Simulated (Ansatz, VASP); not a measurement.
**One calculation of ZrIn26P27, two programs**

```
CELL_PARAMETERS angstrom
0.00000 8.79150 8.79150
8.79150 0.00000 8.79150
8.79150 8.79150 0.00000
ATOMIC_POSITIONS crystal
Zr 0.00061 0.00045 0.99932
In 0.99869 0.99877 0.33563
In 0.99890 0.99906 0.66616
In 0.99896 0.33574 0.99888
In 0.99961 0.33370 0.33336
In 0.99891 0.33591 0.66663
In 0.99883 0.66721 0.99853
In 0.99884 0.66687 0.33543
In 0.99963 0.66702 0.66678
In 0.33603 0.99876 0.99867
In 0.33361 0.99960 0.33336
In 0.33589 0.99879 0.66656
In 0.33358 0.33365 0.99942
In 0.33355 0.33350 0.33353
In 0.33393 0.33407 0.66594
In 0.33599 0.66661 0.99877
In 0.33406 0.66600 0.33402
In 0.33415 0.66601 0.66584
In 0.66702 0.99897 0.99846
In 0.66702 0.99881 0.33527
In 0.66680 0.99966 0.66674
In 0.66692 0.33593 0.99874
In 0.66600 0.33412 0.33397
In 0.66603 0.33416 0.66582
In 0.66695 0.66706 0.99951
In 0.66609 0.66606 0.33403
In 0.66677 0.66679 0.66699
P 0.08233 0.08252 0.08156
P 0.08311 0.08319 0.41648
P 0.08228 0.08229 0.75317
P 0.08307 0.41758 0.08283
P 0.08306 0.41717 0.41693
P 0.08400 0.41687 0.74965
P 0.08214 0.75452 0.08189
P 0.08408 0.74976 0.41649
P 0.08420 0.75002 0.74951
P 0.41732 0.08312 0.08282
P 0.41725 0.08298 0.41683
P 0.41664 0.08409 0.74956
P 0.41722 0.41693 0.08301
P 0.41664 0.41666 0.41658
P 0.41666 0.41665 0.75005
P 0.41672 0.74968 0.08408
P 0.41669 0.75024 0.41651
P 0.41650 0.74966 0.74976
P 0.75479 0.08190 0.08165
P 0.74966 0.08413 0.41649
P 0.74984 0.08422 0.74942
P 0.74974 0.41687 0.08403
P 0.75026 0.41669 0.41650
P 0.74975 0.41652 0.74971
P 0.74980 0.74991 0.08405
P 0.74969 0.74963 0.41677
P 0.75006 0.75012 0.74996
```

Alike in both runs: task single point; functional PBE; k mesh 1 × 1 × 1; occupations gaussian, width 0.05 eV; collinear spin.

|  | VASP | Ansatz |
| --- | --- | --- |
| version | VASP 6.6.1 | Ansatz 0.2.0 |
| potentials or method | VASP PAW PBE potentials, release 64 (Zr_sv, In_d, P), cutoff 400 eV | scalar-relativistic, plane waves, PAW |
| valence electrons in the cell | 485 | 485 |

```tsv
	VASP	Ansatz	Ansatz less VASP
rms of the force components (eV/Å)	0.007	0.007	-0.0002
net moment per atom (μB)	0.00	0.00	0.000
```

Atom by atom the forces differ by 0.002 eV/Å (rms over components). Ansatz's warnings: seeded moment not kept.
